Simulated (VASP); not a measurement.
# InSb (I4/mmm) in VASP: further runs, part 2 of 2

VASP 6.6.1. Earlier steps stand in the parts before.

### 3 Single point, PBEsol (26.04 Å³/atom)

Input file INCAR:

```
ALGO = Normal ; EDIFF = 1E-7
ENCUT = 520 ; GGA = PS
ISIF = 2 ; ISMEAR = 0
LASPH = T ; LCHARG = F
LREAL = F ; LWAVE = F
NBANDS = 16 ; NELM = 80
PREC = Accurate ; SIGMA = 0.15
```

Input file KPOINTS:

```
k-points
0
Gamma
  14 14 14
```

Input file POSCAR:

```
InSb
1.0
    0.0000000000      3.0863550529      2.7335846703
    3.0863550529      0.0000000000      2.7335846703
    3.0863550529      3.0863550529      0.0000000000
In Sb
1 1
Direct
    0.0000000000      0.0000000000      0.0000000000
    0.5000000000      0.5000000000      0.5000000000
```

Potentials or basis: VASP PAW PBE potentials, release 64 (In_d, Sb).

Launch:

```console
$ cat potpaw_PBE.64/In_d/POTCAR potpaw_PBE.64/Sb/POTCAR > POTCAR
$ mpirun -np 1 vasp_std > vasp.out
```

Wall time 60 s (1 thread of Intel Xeon 6975P-C (Granite Rapids), shared host); peak memory 0.34 GiB.

The run converged. Its results:

| Quantity | Value |
| --- | --- |
| Free energy | -7.2748 eV |
| Pressure | 5.9 GPa |
| Band gap on the k mesh | zero (bands 9 and 10 overlap by 3.44 eV) |

Stress tensor (GPa, compression positive):
```
-0.56  0.00  0.00
 0.00 -0.56  0.00
 0.00  0.00 18.70
```

Levels at points of the mesh, in eV from the Fermi level:
| k point | band 6 | band 7 | band 8 | band 9 | band 10 | band 11 | band 12 | band 13 |
| --- | --- | --- | --- | --- | --- | --- | --- | --- |
| (0.00, 0.00, 0.00) | -11.70 | -1.00 | 0.39 | 0.39 | 0.41 | 5.17 | 5.17 | 6.09 |
| (0.50, 0.00, 0.00) | -9.62 | -7.03 | 0.04 | 0.52 | 1.72 | 1.97 | 3.66 | 4.15 |
| (0.50, 0.50, 0.00) | -7.94 | -5.04 | -3.98 | -2.85 | -2.85 | 2.66 | 8.70 | 8.70 |
| (0.50, 0.00, 0.50) | -9.07 | -5.07 | -2.94 | -2.73 | -1.51 | 3.29 | 7.10 | 10.37 |

Caveat: the stress differs along the axes, from -1 to 19 GPa; the PAW data sets were made with another functional, which shifts forces and pressure a little; spin-orbit coupling is left out, which moves the levels of the heavy elements.

### 4 Single point, PBEsol (26.04 Å³/atom)

Input file INCAR:

```
ALGO = Normal
EDIFF = 1E-7
ENCUT = 520
GGA = PS
ISIF = 2
ISMEAR = 0
LASPH = True
LCHARG = False
LREAL = False
LWAVE = False
NBANDS = 16
NELM = 80
PREC = Accurate
SIGMA = 0.15
```

KPOINTS is that of step 3.

Input file POSCAR:

```
InSb
1.0
    0.0000000000      2.8464929983      3.2136905951
    2.8464929983      0.0000000000      3.2136905951
    2.8464929983      2.8464929983      0.0000000000
In Sb
1 1
Direct
    0.0000000000      0.0000000000      0.0000000000
    0.5000000000      0.5000000000      0.5000000000
```

Launch:

```console
$ cat potpaw_PBE.64/In_d/POTCAR potpaw_PBE.64/Sb/POTCAR > POTCAR
$ mpirun -np 1 vasp_std > vasp.out
```

It took 65 s on 1 thread of Intel Xeon 6975P-C (Granite Rapids), shared host; peak memory 0.34 GiB.

The run converged. Its results:

```
Free energy            : -7.3358 eV
Pressure               : 5.5 GPa
Band gap on the k mesh : zero (bands 9 and 10 overlap by 3.01 eV)
```

Stress tensor (GPa, compression positive):
```
 9.63  0.00  0.00
 0.00  9.63  0.00
 0.00  0.00 -2.81
```

Levels at points of the mesh, in eV from the Fermi level:
```tsv
k point	band 5	band 6	band 7	band 8	band 9	band 10	band 11	band 12	band 13	band 14
(0.00, 0.00, 0.00)	-14.50	-11.73	-0.50	-0.50	0.38	0.65	4.28	5.78	6.56	6.56
(0.50, 0.00, 0.00)	-14.47	-9.64	-7.06	-0.12	0.78	1.43	2.89	2.95	3.97	10.33
(0.50, 0.50, 0.00)	-14.45	-9.52	-5.04	-2.28	-2.11	-2.11	3.38	9.36	9.36	10.05
(0.50, 0.00, 0.50)	-14.45	-8.25	-5.11	-3.68	-3.33	-1.93	2.89	6.93	10.22	10.86
```

Caveat: the stress differs along the axes, from -3 to 10 GPa; the PAW data sets were made with another functional, which shifts forces and pressure a little; spin-orbit coupling is left out, which moves the levels of the heavy elements.

### 5 Single point, PBEsol (26.77 Å³/atom)

This run uses another cell than the first one, of 26.77 Å³/atom.

Input file INCAR:

```
PREC = Accurate
ENCUT = 520
EDIFF = 1E-6
ISMEAR = 0
SIGMA = 0.15
LREAL = F
LASPH = T
NELM = 80
ALGO = Normal
ISIF = 2
LWAVE = F
LCHARG = F
GGA = PS
NBANDS = 16
```

Input file KPOINTS:

```
regular mesh
0
Gamma
  14 14 14
```

Input file POSCAR:

```
InSb
1.0
    0.0000000000      3.1786377497      2.6497124281
    3.1786377497      0.0000000000      2.6497124281
    3.1786377497      3.1786377497      0.0000000000
In Sb
1 1
Direct
    0.0000000000      0.0000000000      0.0000000000
    0.5000000000      0.5000000000      0.5000000000
```

Potentials or basis: VASP PAW PBE potentials, release 64 (In_d, Sb).

Launch:

```console
$ cat potpaw_PBE.64/In_d/POTCAR potpaw_PBE.64/Sb/POTCAR > POTCAR
$ mpirun -np 1 vasp_std > vasp.out
```

OUTCAR:

```text
PREC = Accurate
   ENCUT = 520
   EDIFF = 1E-6
   ISMEAR = 0
   LREAL = F
   LASPH = T
   NELM = 80
   ISIF = 2
   GGA = PS

 ion  position               nearest neighbor table
   1  0.000  0.000  0.000-   2 2.65   2 2.65   2 3.18   2 3.18   2 3.18   2 3.18
   2  0.500  0.500  0.500-   1 2.65   1 2.65   1 3.18   1 3.18   1 3.18   1 3.18

  LATTYP: Found a body centered tetragonal cell.
 ALAT       =     4.4952726155
 C/A-ratio  =     1.1788884256

  Lattice vectors:

 A1 = (   0.0000000000,  -3.1786377497,  -2.6497124281)
 A2 = (   0.0000000000,   3.1786377497,  -2.6497124281)
 A3 = (   3.1786377497,   0.0000000000,   2.6497124281)

Analysis of symmetry for initial positions (statically):
=====================================================================
 Subroutine PRICEL returns:
 Original cell was already a primitive cell.

 Routine SETGRP: Setting up the symmetry group for a
 body centered tetragonal supercell.

 Subroutine GETGRP returns: Found 16 space group operations
 (whereof 16 operations were pure point group operations)
 out of a pool of 16 trial point group operations.

[... 160 lines left out ...]
  energy without entropy =       -7.00176828  energy(sigma->0) =       -7.00856549

 E-fermi :   7.4085     XC(G=0): -10.1835

 val. band max:        7.3985362908   @ k =   0.3571   0.0000   0.0000
 cond. band min:       7.4168562970   @ k =   0.4286   0.1429   0.0714
 fundamental gap:      0.0183200062
 Fermi energy:         7.4084527206

 k-point     1 :       0.0000    0.0000    0.0000
  band No.  band energies     occupation
      1      -7.3895      2.00000
      2      -7.2016      2.00000
      3      -7.2016      2.00000
      4      -7.1413      2.00000
      5      -7.0890      2.00000
      6      -4.1179      2.00000
[... 433 lines left out ...]
      3      -7.1876      2.00000
      4      -7.1204      2.00000
      5      -7.1010      2.00000
      6      -3.1756      2.00000
[... 8 lines left out ...]
     15      16.6132      0.00000
     16      16.8039      0.00000

 [... further k-points ...]

------------------------ aborting loop because EDIFF is reached ----------------------------------------

  FORCE on cell =-STRESS in cart. coord.  units (eV):
  Direction    XX          YY          ZZ          XY          YZ          ZX
  --------------------------------------------------------------------------------------
  -------------------------------------------------------------------------------------
  Total       -0.9486646     -0.9486646      8.5076130      0.0000000      0.0000000     -0.0000000
  in kB      -28.3865410    -28.3865410    254.5701621      0.0000000      0.0000000     -0.0000000
  external PRESSURE =      65.9323600 kB  Pullay stress =       0.0000000 kB

 VOLUME and BASIS-vectors are now :
 -----------------------------------------------------------------------------
  energy-cutoff  :      520.00
  volume of cell :       53.54
      direct lattice vectors                 reciprocal lattice vectors
     0.000000000  3.178637750  2.649712428    -0.157300089  0.157300089  0.188699723
     3.178637750  0.000000000  2.649712428     0.157300089 -0.157300089  0.188699723
     3.178637750  3.178637750  0.000000000     0.157300089  0.157300089 -0.188699723

 POSITION                                       TOTAL-FORCE (eV/Angst)
 -----------------------------------------------------------------------------------
      0.00000      0.00000      0.00000         0.000000      0.000000     -0.000000
      3.17864      3.17864      2.64971        -0.000000     -0.000000      0.000000
 -----------------------------------------------------------------------------------
    total drift:                                0.000000     -0.000000     -0.000000

  FREE ENERGIE OF THE ION-ELECTRON SYSTEM (eV)
  ---------------------------------------------------
  free  energy   TOTEN  =        -7.0153627084 eV

  energy  without entropy=       -7.0017682792  energy(sigma->0) =       -7.00856549
```

It took 61 s on 1 thread of Intel Xeon 6975P-C (Granite Rapids), shared host; peak memory 0.35 GiB.

What came out:

```
Free energy            : -7.0154 eV
Pressure               : 6.6 GPa
Band gap on the k mesh : zero (bands 9 and 10 overlap by 3.60 eV)
```

Caveat: the stress differs along the axes, from -3 to 25 GPa; the PAW data sets were made with another functional, which shifts forces and pressure a little; spin-orbit coupling is left out, which moves the levels of the heavy elements.

### 6 Summary

```csv
cell,gap on the mesh (eV),pressure (GPa)
"a = 4.100, b = 4.100, c = 4.454 Å, angles 57.1, 57.1, 65.8°, 2 atoms",none,8.9
"a = 4.123, b = 4.123, c = 4.365 Å, angles 58.0, 58.0, 63.9°, 2 atoms",none,5.9
"a = 4.293, b = 4.293, c = 4.026 Å, angles 62.0, 62.0, 55.9°, 2 atoms",none,5.5
"a = 4.138, b = 4.138, c = 4.495 Å, angles 57.1, 57.1, 65.8°, 2 atoms",none,6.6
```

Alike in all rows: task single point; level PBEsol; potentials or basis VASP PAW PBE potentials, release 64 (In_d, Sb); no spin polarisation; k mesh 14 × 14 × 14; cutoff (eV) 520; smearing gaussian 0.15 eV.

Caveats: the PAW data sets were made with another functional, which shifts forces and pressure a little; spin-orbit coupling is left out, which moves the levels of the heavy elements; the stress differs along the axes, from -2 to 30 GPa (at least some runs); the stress differs along the axes, from -1 to 19 GPa (at least some runs); the stress differs along the axes, from -3 to 10 GPa (at least some runs); the stress differs along the axes, from -3 to 25 GPa (at least some runs).

Total energies depend on the potentials used, so only differences within one code and one set of settings carry meaning.

The gap in the log of VASP goes by the Fermi energy; the results here count the filled bands.